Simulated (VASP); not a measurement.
# Sn3PbS4 in VASP: notebook

Runs on Sn3PbS4. Level: PBE. Tasks: single point.

Everything below comes from runs of VASP 6.6.1. Logs are shortened: lines on timing, memory, paths and dates and some standing lists are left out, and cuts for length are marked.

## Step 1: The cell of the first run

It takes space group Pm (No. 6, monoclinic). Conventional cell: a = 6.017 Å, b = 4.074 Å, c = 8.413 Å, α = 90.00°, β = 90.55°, γ = 90.00°. Within 3.5 Å of Sn (site symmetry m) lie 6 S at 2.68 to 3.43 Å. Sn (site symmetry m) has 6 S at 2.63 to 3.46 Å within 3.5 Å. Sn (site symmetry m) has 6 S at 2.64 to 3.42 Å within 3.5 Å. Within 3.8 Å of Pb (site symmetry m) lie 6 S at 2.81 to 3.34 Å and 2 Sn at 3.72 Å. S (site symmetry m) has 4 Sn at 2.63 to 3.46 Å and 2 Pb at 3.34 Å within 3.5 Å. Within 3.5 Å of S (site symmetry m) lie 4 Sn at 2.64 to 3.42 Å and 2 Pb at 2.81 Å. Within 3.6 Å of S (site symmetry m) lie 4 Sn at 2.70 to 3.33 Å and 2 Pb at 2.81 to 3.29 Å. Within 3.5 Å of S (site symmetry m) lie 6 Sn at 2.68 to 3.43 Å.

## Step 2: Single point, PBE

INCAR

```
PREC     = Accurate       # precision mode
ENCUT    = 520            # plane-wave cutoff, eV
EDIFF    = 1E-7           # SCF threshold, eV
ISMEAR   = 0              # smearing method
SIGMA    = 0.1            # smearing width, eV
LREAL    = F              # projectors in reciprocal space
LASPH    = T              # aspherical terms in the spheres
NELM     = 100            # most SCF steps
ALGO     = Normal         # electronic algorithm
ISIF     = 2              # what is computed and relaxed
LWAVE    = F              # write WAVECAR
LCHARG   = F              # write CHGCAR
GGA      = PE             # functional
NBANDS   = 50             # bands
```

KPOINTS

```
regular mesh
0
Gamma
  4 2 2
```

POSCAR

```
Sn3PbS4
1.0
    0.0000000000     -4.0738689000      0.0000000000
   -6.0172963000      0.0000000000      0.0000000000
    0.0811797000      0.0000000000     -8.4129378000
Sn Pb S
3 1 4
Direct
    0.0000000000      0.1965920000      0.6106170000
    0.5000000000      0.7039610000      0.8785140000
    0.5000000000      0.8033530000      0.3826560000
    0.0000000000      0.3096450000      0.1146390000
    0.5000000000      0.1331720000      0.8249690000
    0.5000000000      0.3685320000      0.3407670000
    0.0000000000      0.8513320000      0.1743670000
    0.0000000000      0.6334140000      0.6734720000
```

Potentials or basis: VASP PAW PBE potentials, release 64 (Sn_d, Pb_d, S).

On the command line:

```console
cat potpaw_PBE.64/Sn_d/POTCAR potpaw_PBE.64/Pb_d/POTCAR potpaw_PBE.64/S/POTCAR > POTCAR
mpirun -np 1 vasp_std > vasp.out
```

OUTCAR:

```text
PREC = Accurate
   ENCUT = 520
   EDIFF = 1E-7
   ISMEAR = 0
   LREAL = F
   LASPH = T
   NELM = 100
   ISIF = 2
   GGA = PE

 ion  position               nearest neighbor table
   1  0.000  0.197  0.611-   8 2.68   5 2.75   5 2.75   6 3.23   6 3.23   3 3.65   3 3.65
   2  0.500  0.704  0.879-   5 2.63   8 2.70   8 2.70   4 3.72   4 3.72
   3  0.500  0.803  0.383-   6 2.64   7 2.70   7 2.70   1 3.65   1 3.65
   4  0.000  0.310  0.115-   6 2.81   6 2.81   7 2.81   7 3.29   5 3.34   5 3.34   2 3.72   2 3.72

   5  0.500  0.133  0.825-   2 2.63   1 2.75   1 2.75   4 3.34   4 3.34
   6  0.500  0.369  0.341-   3 2.64   4 2.81   4 2.81   1 3.23   1 3.23
   7  0.000  0.851  0.174-   3 2.70   3 2.70   4 2.81   4 3.29
   8  0.000  0.633  0.673-   1 2.68   2 2.70   2 2.70

  LATTYP: Found a simple monoclinic cell.
 ALAT       =     6.0172963000
 B/A-ratio  =     0.6770264745
 C/A-ratio  =     1.3981909879
 COS(beta)  =    -0.0096489387

  Lattice vectors:

 A1 = (  -6.0172963000,   0.0000000000,   0.0000000000)
 A2 = (   0.0000000000,   4.0738689000,   0.0000000000)
 A3 = (   0.0811797000,   0.0000000000,  -8.4129378000)

Analysis of symmetry for initial positions (statically):
=====================================================================
 Subroutine PRICEL returns:
 Original cell was already a primitive cell.

 Routine SETGRP: Setting up the symmetry group for a
 simple monoclinic supercell.

 Subroutine GETGRP returns: Found  2 space group operations
 (whereof  2 operations were pure point group operations)
 out of a pool of  4 trial point group operations.

The static configuration has the point symmetry C_1h.

Analysis of symmetry for dynamics (positions and initial velocities):
=====================================================================
 Subroutine PRICEL returns:
 Original cell was already a primitive cell.

 Routine SETGRP: Setting up the symmetry group for a
 simple monoclinic supercell.

 Subroutine GETGRP returns: Found  2 space group operations
 (whereof  2 operations were pure point group operations)
 out of a pool of  4 trial point group operations.

The dynamic configuration has the point symmetry C_1h.

 Subroutine INISYM returns: Found  2 space group operations
 (whereof  2 operations are pure point group operations),
 and found     1 'primitive' translations

----------------------------------------------------------------------------------------

                                     Primitive cell

  volume of cell :     206.2320

  direct lattice vectors                    reciprocal lattice vectors
     0.000000000 -4.073868900  0.000000000     0.000000000 -0.245466907  0.000000000
    -6.017296300  0.000000000  0.000000000    -0.166187595  0.000000000 -0.001603609
     0.081179700  0.000000000 -8.412937800     0.000000000  0.000000000 -0.118864542

  length of vectors
     4.073868900  6.017296300  8.413329458     0.245466907  0.166195332  0.118864542

  position of ions in fractional coordinates (direct lattice)
     0.000000000  0.196592000  0.610617000
     0.500000000  0.703961000  0.878514000
     0.500000000  0.803353000  0.382656000
     0.000000000  0.309645000  0.114639000
     0.500000000  0.133172000  0.824969000
     0.500000000  0.368532000  0.340767000
     0.000000000  0.851332000  0.174367000
     0.000000000  0.633414000  0.673472000

  ion indices of the primitive-cell ions
   primitive index   ion index
                 1           1
                 2           2
                 3           3
                 4           4
                 5           5
                 6           6
                 7           7
                 8           8

----------------------------------------------------------------------------------------

 KPOINTS: regular mesh

Automatic generation of k-mesh.
 Grid dimensions read from file:
 generate k-points for:    4    2    2

 Generating k-lattice:

  Cartesian coordinates                     Fractional coordinates (reciprocal lattice)
     0.000000000 -0.061366727  0.000000000     0.250000000  0.000000000  0.000000000
    -0.083093797  0.000000000 -0.000801804     0.000000000  0.500000000 -0.000000000
     0.000000000  0.000000000 -0.059432271     0.000000000  0.000000000  0.500000000

  Length of vectors
     0.061366727  0.083097666  0.059432271

  Shift w.r.t. Gamma in fractional coordinates (k-lattice)
     0.000000000  0.000000000  0.000000000

 Subroutine IBZKPT returns following result:
 ===========================================

 Found     12 irreducible k-points:

 Following reciprocal coordinates:
            Coordinates               Weight
  0.000000  0.000000  0.000000      1.000000
  0.250000  0.000000  0.000000      2.000000
  0.500000  0.000000  0.000000      1.000000
  0.000000  0.500000 -0.000000      1.000000
  0.250000  0.500000 -0.000000      2.000000
  0.500000  0.500000 -0.000000      1.000000
  0.000000  0.000000  0.500000      1.000000
[... 33 lines left out ...]
   PSTRESS=    0.0 pullay stress
   NELECT =      80.0000    total number of electrons
   NUPDOWN=      -1.0000    fix difference up-down
   EMIN   =  10.00;   EMAX   =-10.00  energy-range for DOS
   EFERMI =   0.00;   METHOD = LEGACY
   ISMEAR =     0;   SIGMA  =   0.10  broadening in eV -4-tet -1-fermi 0-gaus
   EFERMI_NEDOS =   21; number of points for ismear=-14 and -15
   IALGO  =     38    algorithm
   IMIX   =      4    mixing-type and parameters
     AMIX     =   0.40;   BMIX     =  1.00
     AMIX_MAG =   1.60;   BMIX_MAG =  1.00
  volume/ion in A,a.u.               =      25.78       173.97
  Fermi-wavevector in a.u.,A,eV,Ry     =   1.193950  2.256238 19.395329  1.425516
  Thomas-Fermi vector in A             =   2.329952
   LORBIT       =      0    0 simple, 1 ext, 2 COOP (PROOUT), +10 PAW based schemes
   GGA     = PE    functional components
   LHFCALC =     F    Hartree Fock is set to
   AEXX    =    0.0000 exact exchange contribution
   IVDW    =     0    specifies the selected vdW correction
   LEPSILON=     F    determine dielectric tensor
   LRPA    =     F    only Hartree local field effects (RPA)
 non-spin polarized calculation
 Gauss-broadening in eV      SIGMA  =   0.10
  energy-cutoff  :      520.00
  volume of cell :      206.23
 maximum number of plane-waves:      5599
   NGX = 15   NGY = 23   NGZ = 31

 number of electron      80.0000002 magnetization

 Free energy of the ion-electron system (eV)
  ---------------------------------------------------
  ext. energy  EPLUGINS =         0.00000000
  ---------------------------------------------------
  free energy    TOTEN  =       -35.03968398 eV

  energy without entropy =      -35.03963573  energy(sigma->0) =      -35.03965985

 E-fermi :   5.8388     XC(G=0):  -9.5961

 val. band max:        5.6141560537   @ k =   0.0000   0.5000  -0.0000
 cond. band min:       6.0652200686   @ k =   0.5000   0.5000  -0.0000
 fundamental gap:      0.4510640149
 Fermi energy:         5.8387949504

 k-point     1 :       0.0000    0.0000    0.0000
  band No.  band energies     occupation
      1     -15.7285      2.00000
      2     -15.7122      2.00000
      3     -15.7095      2.00000
      4     -15.6959      2.00000
      5     -15.6949      2.00000
      6     -15.6768      2.00000
[... 42 lines left out ...]
     49      10.2925      0.00000
     50      10.5538      0.00000

 k-point     2 :       0.2500    0.0000    0.0000
  band No.  band energies     occupation
      1     -15.7239      2.00000
      2     -15.7164      2.00000
      3     -15.7072      2.00000
      4     -15.6965      2.00000
      5     -15.6907      2.00000
      6     -15.6809      2.00000
[... 42 lines left out ...]
     49       9.9975      0.00000
     50      10.5442      0.00000

 k-point     3 :       0.5000    0.0000    0.0000
  band No.  band energies     occupation
      1     -15.7293      2.00000
      2     -15.7179      2.00000
      3     -15.7061      2.00000
      4     -15.6918      2.00000
      5     -15.6885      2.00000
      6     -15.6819      2.00000
[... 466 lines left out ...]
     49      10.1026      0.00000
     50      10.2378      0.00000

 k-point    12 :       0.5000    0.5000    0.5000
  band No.  band energies     occupation
      1     -15.7280      2.00000
      2     -15.7140      2.00000
      3     -15.7062      2.00000
      4     -15.6900      2.00000
      5     -15.6885      2.00000
      6     -15.6848      2.00000
[... 42 lines left out ...]
     49       9.9383      0.00000
     50       9.9910      0.00000

------------------------ aborting loop because EDIFF is reached ----------------------------------------

  FORCE on cell =-STRESS in cart. coord.  units (eV):
  Direction    XX          YY          ZZ          XY          YZ          ZX
  --------------------------------------------------------------------------------------
  -------------------------------------------------------------------------------------
  Total        1.7366933     -0.4923464     -0.6964179      0.0000000      0.0000000     -0.0625178
  in kB       13.4920390     -3.8249453     -5.4103381      0.0000000      0.0000000     -0.4856887
  external PRESSURE =       1.4189185 kB  Pullay stress =       0.0000000 kB

 VOLUME and BASIS-vectors are now :
 -----------------------------------------------------------------------------
  energy-cutoff  :      520.00
  volume of cell :      206.23
      direct lattice vectors                 reciprocal lattice vectors
     0.000000000 -4.073868900  0.000000000     0.000000000 -0.245466907  0.000000000
    -6.017296300  0.000000000  0.000000000    -0.166187595  0.000000000 -0.001603609
     0.081179700  0.000000000 -8.412937800     0.000000000  0.000000000 -0.118864542

 POSITION                                       TOTAL-FORCE (eV/Angst)
 -----------------------------------------------------------------------------------
     -1.13338      0.00000     -5.13708        -0.022733      0.000000     -0.008056
     -4.16462     -2.03693     -7.39088        -0.060134      0.000000      0.009351
     -4.80295     -2.03693     -3.21926         0.054497      0.000000      0.012409
     -1.85392      0.00000     -0.96445         0.069226      0.000000     -0.001087
     -0.73436     -2.03693     -6.94041         0.074947      0.000000      0.167927
     -2.18990     -2.03693     -2.86685        -0.100471      0.000000      0.176563
     -5.10856      0.00000     -1.46694        -0.104289      0.000000     -0.210705
     -3.75677      0.00000     -5.66588         0.088957      0.000000     -0.146404
 -----------------------------------------------------------------------------------
    total drift:                               -0.000302     -0.000000      0.000121

  FREE ENERGIE OF THE ION-ELECTRON SYSTEM (eV)
  ---------------------------------------------------
  free  energy   TOTEN  =       -35.0396839754 eV

  energy  without entropy=      -35.0396357337  energy(sigma->0) =      -35.03965985
```

Run time: 74 s. Hardware: 1 thread of Intel Xeon 6975P-C (Granite Rapids), shared host; peak memory 0.34 GiB.

What came out:

```
Free energy            : -35.0397 eV
Pressure               : 0.1 GPa
Largest force          : 0.235 eV/Å
Band gap on the k mesh : 0.45 eV (least direct gap 0.74 eV)
```

Forces in eV/Å, atoms in the order of the input:
```
Sn  -0.023  0.000 -0.008
Sn  -0.060  0.000  0.009
Sn   0.054  0.000  0.012
Pb   0.069  0.000 -0.001
S    0.075  0.000  0.168
S   -0.100  0.000  0.177
S   -0.104  0.000 -0.211
S    0.089  0.000 -0.146
```

Levels at points of the mesh, in eV from the valence-band top:
```tsv
k point	band 37	band 38	band 39	band 40	band 41	band 42	band 43	band 44
(0.00, 0.00, 0.00)	-1.63	-1.20	-0.65	-0.06	1.42	1.79	2.00	2.25
(0.50, 0.00, 0.00)	-2.22	-2.18	-0.92	-0.66	1.13	1.15	3.30	3.37
(0.00, 0.50, 0.00)	-1.40	-1.23	-0.29	0.00	1.27	1.41	1.59	1.89
(0.50, 0.50, 0.00)	-1.49	-1.47	-0.60	-0.28	0.45	0.49	1.93	1.99
(0.00, 0.00, 0.50)	-1.62	-1.38	-0.79	-0.61	2.23	2.33	2.53	2.66
(0.50, 0.00, 0.50)	-1.92	-1.64	-1.59	-1.46	2.43	2.51	2.74	2.86
(0.00, 0.50, 0.50)	-1.48	-1.09	-0.94	-0.79	1.67	1.87	2.37	2.59
(0.50, 0.50, 0.50)	-1.40	-1.36	-1.35	-1.15	1.78	1.81	1.82	1.93
```

Caveat: the k points lie up to 0.52 Å⁻¹ apart; spin-orbit coupling is left out, which moves the levels of the heavy elements. A k mesh can miss the band edges.

## Step 3: Single point, PBE

This run uses another cell than the first one, of 26.02 Å³/atom.

INCAR

```
SYSTEM = Sn3PbS4
PREC = Accurate
ENCUT = 520
EDIFF = 1E-6
ISMEAR = 0
SIGMA = 0.1
LREAL = .FALSE.
LASPH = .TRUE.
NELM = 80
ALGO = Normal
ISIF = 2
LWAVE = .FALSE.
LCHARG = .FALSE.
GGA = PE
NBANDS = 50
```

KPOINTS

```
Automatic mesh
0
G
  4 2 2
  0 0 0
```

POSCAR

```
Sn3PbS4
1.0
   -0.0001896656     -4.0790993704     -0.0009243284
   -6.1597290655     -0.0000344856     -0.0129705203
    0.0640816139     -0.0020129511     -8.2851160110
Sn Pb S
3 1 4
Direct
   -0.0005024147      0.2006211752      0.6037567337
    0.4999834435      0.7071536042      0.8853190832
    0.4999089300      0.8000673837      0.3894198389
    0.0004914919      0.3038964043      0.1074612781
    0.4995177482      0.1221936230      0.8182902236
    0.5002272174      0.3803701594      0.3338514633
    0.0001942505      0.8633842645      0.1816076676
    0.0001793332      0.6223143854      0.6802947117
```

Potentials or basis: VASP PAW PBE potentials, release 64 (Sn_d, Pb_d, S).

On the command line:

```console
cat potpaw_PBE.64/Sn_d/POTCAR potpaw_PBE.64/Pb_d/POTCAR potpaw_PBE.64/S/POTCAR > POTCAR
mpirun -np 1 vasp_std > vasp.out
```

Wall time 62 s (1 thread of Intel Xeon 6975P-C (Granite Rapids), shared host); peak memory 0.34 GiB.

Results (log left out):

* Free energy: -35.0964 eV
* Pressure: -0.1 GPa
* Largest force: 0.015 eV/Å
* Band gap on the k mesh: 0.46 eV (least direct gap 0.77 eV)

Forces on the atoms (eV/Å):
```
Sn   0.012 -0.002 -0.002
Sn  -0.007  0.001 -0.001
Sn  -0.005  0.000 -0.008
Pb   0.011  0.000 -0.002
S   -0.002 -0.002 -0.009
S    0.001  0.002  0.015
S   -0.008  0.000  0.013
S   -0.001  0.001 -0.006
```

Levels at points of the mesh, in eV from the valence-band top:
| k point | band 36 | band 37 | band 38 | band 39 | band 40 | band 41 | band 42 | band 43 | band 44 | band 45 |
| --- | --- | --- | --- | --- | --- | --- | --- | --- | --- | --- |
| (0.00, 0.00, 0.00) | -1.85 | -1.61 | -1.09 | -0.61 | 0.00 | 1.56 | 1.63 | 1.99 | 1.99 | 3.40 |
| (0.50, 0.00, 0.00) | -2.16 | -2.11 | -2.08 | -0.83 | -0.59 | 1.38 | 1.40 | 3.21 | 3.26 | 3.40 |
| (0.00, 0.50, 0.00) | -1.82 | -1.49 | -1.33 | -0.30 | 0.00 | 1.37 | 1.50 | 1.64 | 1.91 | 2.57 |
| (0.50, 0.50, 0.00) | -1.83 | -1.67 | -1.62 | -0.63 | -0.31 | 0.46 | 0.52 | 2.00 | 2.06 | 2.65 |
| (0.00, 0.00, 0.50) | -1.63 | -1.39 | -1.16 | -0.76 | -0.57 | 2.13 | 2.27 | 2.40 | 2.55 | 2.99 |
| (0.50, 0.00, 0.50) | -2.90 | -1.88 | -1.56 | -1.52 | -1.40 | 2.31 | 2.33 | 2.60 | 2.66 | 3.48 |
| (0.00, 0.50, 0.50) | -2.06 | -1.52 | -1.16 | -0.89 | -0.75 | 1.77 | 2.00 | 2.40 | 2.58 | 2.95 |
| (0.50, 0.50, 0.50) | -2.59 | -1.58 | -1.54 | -1.53 | -1.34 | 1.83 | 1.85 | 1.90 | 1.99 | 3.39 |

Caveat: the k points lie up to 0.51 Å⁻¹ apart; spin-orbit coupling is left out, which moves the levels of the heavy elements. A k mesh can miss the band edges.

## Step 4: Single point, PBE

INCAR

```
PREC = Accurate
ENCUT = 520
EDIFF = 1E-6
ISMEAR = 0
SIGMA = 0.1
LREAL = False
LASPH = True
NELM = 80
ALGO = Normal
ISIF = 2
LWAVE = False
LCHARG = True
GGA = PE
LELF = True
LVHAR = True
NBANDS = 50
```

KPOINTS

```
regular mesh
0
Gamma
  4 4 2
```

POSCAR

```
Sn3PbS4
1.0
    6.0172963000      0.0000000000      0.0000000000
    0.0000000000      4.0738689000      0.0000000000
   -0.0811797000      0.0000000000      8.4129378000
Sn Pb S
3 1 4
Direct
    0.8034080000      0.0000000000      0.3893830000
    0.2960390000      0.5000000000      0.1214860000
    0.1966470000      0.5000000000      0.6173440000
    0.6903550000      0.0000000000      0.8853610000
    0.8668280000      0.5000000000      0.1750310000
    0.6314680000      0.5000000000      0.6592330000
    0.1486680000      0.0000000000      0.8256330000
    0.3665860000      0.0000000000      0.3265280000
```

On the command line:

```console
cat potpaw_PBE.64/Sn_d/POTCAR potpaw_PBE.64/Pb_d/POTCAR potpaw_PBE.64/S/POTCAR > POTCAR
mpirun -np 1 vasp_std > vasp.out
```

Run time: 79 s. Hardware: 1 thread of Intel Xeon 6975P-C (Granite Rapids), shared host; peak memory 0.38 GiB.

The run converged. Its results:

```yaml
Free_energy: -35.2180 eV
Pressure: 0.0 GPa
Largest_force: 0.040 eV/Å
Band_gap_on_the_k_mesh: 0.39 eV (least direct gap 0.74 eV)
```

Forces on the atoms (eV/Å):
```
Sn   0.004  0.000 -0.004
Sn  -0.005  0.000  0.023
Sn  -0.013  0.000  0.011
Pb   0.001  0.000 -0.019
S   -0.002  0.000  0.025
S   -0.008  0.000  0.027
S    0.006  0.000 -0.027
S    0.016  0.000 -0.036
```

Stress tensor (GPa, compression positive):
```
-0.11  0.00 -0.05
 0.00  0.15  0.00
-0.05  0.00 -0.09
```

Levels at points of the mesh, in eV from the valence-band top:
| k point | band 38 | band 39 | band 40 | band 41 | band 42 | band 43 |
| --- | --- | --- | --- | --- | --- | --- |
| (0.00, 0.00, 0.00) | -1.27 | -0.71 | -0.12 | 1.36 | 1.72 | 1.94 |
| (0.50, 0.00, 0.00) | -1.29 | -0.36 | -0.07 | 1.21 | 1.35 | 1.54 |
| (0.00, 0.50, 0.00) | -2.24 | -0.98 | -0.73 | 1.07 | 1.09 | 3.24 |
| (0.50, 0.50, 0.00) | -1.54 | -0.66 | -0.35 | 0.39 | 0.43 | 1.88 |
| (0.00, 0.00, 0.50) | -1.44 | -0.86 | -0.67 | 2.16 | 2.26 | 2.47 |
| (0.50, 0.00, 0.50) | -1.15 | -1.00 | -0.85 | 1.61 | 1.81 | 2.31 |
| (0.00, 0.50, 0.50) | -1.70 | -1.65 | -1.53 | 2.37 | 2.45 | 2.68 |
| (0.50, 0.50, 0.50) | -1.42 | -1.41 | -1.21 | 1.72 | 1.75 | 1.76 |

Caveat: spin-orbit coupling is left out, which moves the levels of the heavy elements.

## Step 5: The runs side by side

```csv
cell,k mesh,gap on the mesh (eV),pressure (GPa),largest force (eV/Å)
"a = 4.074, b = 6.017, c = 8.413 Å, angles 90.6, 90.0, 90.0°, 8 atoms, atomic positions A",4 × 2 × 2,0.45,0.1,0.24
"a = 4.079, b = 6.160, c = 8.285 Å, angles 90.3, 90.0, 90.0°, 8 atoms, atomic positions B",4 × 2 × 2,0.46,-0.1,0.02
"a = 6.017, b = 4.074, c = 8.413 Å, angles 90.0, 90.6, 90.0°, 8 atoms, atomic positions A",4 × 4 × 2,0.39,0.0,0.04
```

Alike in all rows: task single point; level PBE; potentials or basis VASP PAW PBE potentials, release 64 (Sn_d, Pb_d, S); no spin polarisation; cutoff (eV) 520; smearing gaussian 0.1 eV.

Caveats: some runs use coarse meshes; spin-orbit coupling is left out, which moves the levels of the heavy elements.

Total energies depend on the potentials used, so only differences within one code and one set of settings carry meaning.
